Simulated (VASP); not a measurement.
W:

```xyz
1
Lattice="-1.5823 1.5823 1.5823 1.5823 -1.5823 1.5823 1.5823 1.5823 -1.5823" Properties=species:S:1:pos:R:3 pbc="T T T"
W     0.0000    0.0000    0.0000
```

Base run:

* Program: VASP 6.6.1
* Functional: PBE
* Potentials or basis: VASP PAW PBE potentials, release 64 (W_sv)
* Cutoff: 520 eV
* k mesh: 18 × 18 × 18
* Occupations: gaussian, width 0.1 eV
* Spin: no spin polarisation

Its results: band gap on the k mesh zero (band 7 reaches 16.62 eV, above the bottom of band 8 at 10.22 eV); pressure 6.2 GPa.

Q: The run is repeated on the same cell with these changes: k mesh from 18 × 18 × 18 to 8 × 8 × 8. What comes out?

A: Band gap on the k mesh zero (band 7 reaches 16.62 eV, above the bottom of band 8 at 10.22 eV); pressure 6.6 GPa.

Caveats: spin-orbit coupling is left out, which moves the levels of the heavy elements.
